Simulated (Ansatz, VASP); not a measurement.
Two plane-wave programs on Sr

The input INCAR:

```
PREC     = Accurate       # precision mode
ENCUT    = 600            # plane-wave cutoff, eV
EDIFF    = 1E-7           # SCF threshold, eV
ISMEAR   = 0              # smearing method
SIGMA    = 0.1            # smearing width, eV
LREAL    = False          # projectors in reciprocal space
LASPH    = True           # aspherical terms in the spheres
NELM     = 60             # most SCF steps
ALGO     = Fast           # electronic algorithm
ISIF     = 3              # what is computed and relaxed
LWAVE    = False          # write WAVECAR
LCHARG   = False          # write CHGCAR
GGA      = PE             # functional
IBRION   = 2              # ionic algorithm
NSW      = 80             # ionic steps
EDIFFG   = -0.05          # ionic threshold
```

File KPOINTS:

```
Automatic mesh
0
Gamma
  6 6 4
```

File POSCAR:

```
Sr
1.0
    3.3678221985      0.0000000000      0.0000000000
   -1.6839110993      2.9166195794      0.0000000000
    0.0000000000      0.0000000000      5.4502839606
Sr
2
Direct
    0.3333333333      0.6666666667      0.2500000000
    0.6666666667      0.3333333333      0.7500000000
```

Input for Ansatz:

```yaml
crystal:
  lattice:
    - [3.3678221985, 0.0, 0.0]
    - [-1.6839110993, 2.9166195794, 0.0]
    - [0.0, 0.0, 5.4502839606]
  atoms:
    - { symbol: Sr, position: [0.3333333333, 0.6666666667, 0.25] }
    - { symbol: Sr, position: [0.6666666667, 0.3333333333, 0.75] }
basis:
  ecutwfc: 420
kpoints:
  mp_grid: { grid: [6, 6, 4] }
hamiltonian:
  xc: pbe
scf:
  occupations: { method: gaussian, width: 0.1 }
output:
  forces: true
  stress: true
  eigenvalues: true
relax:
  adjacent_minimum: "off"
  f_tol: 0.05
  max_steps: 60
  cell: { stress_tol: 0.5 }
```

Alike in both runs: task relaxation of cell and atoms; functional PBE; k mesh 6 × 6 × 4; occupations gaussian, width 0.1 eV; no spin polarisation.

```csv
,VASP,Ansatz
version,VASP 6.6.1,Ansatz 0.2.0
potentials or method,"VASP PAW PBE potentials, release 64 (Sr_sv), cutoff 600 eV","scalar-relativistic, plane waves, PAW"
valence electrons in the cell,20,20
```

|  | VASP | Ansatz | Ansatz less VASP |
| --- | --- | --- | --- |
| gap on the k mesh at the Fermi level, each at its own relaxed structure (eV) | none | none | - |
| relaxed volume (Å³/atom) | 55.79 | 54.80 | -0.986 |
| relaxed length of the cell vector where the two differ most in proportion (Å) | 4.302 | 4.272 | -0.0299 |

A gap of «none» marks a metal or a gap that the smearing closes.

Noted on VASP's run: the volume moved by over 15 % at a fixed basis, so the end points are rough.
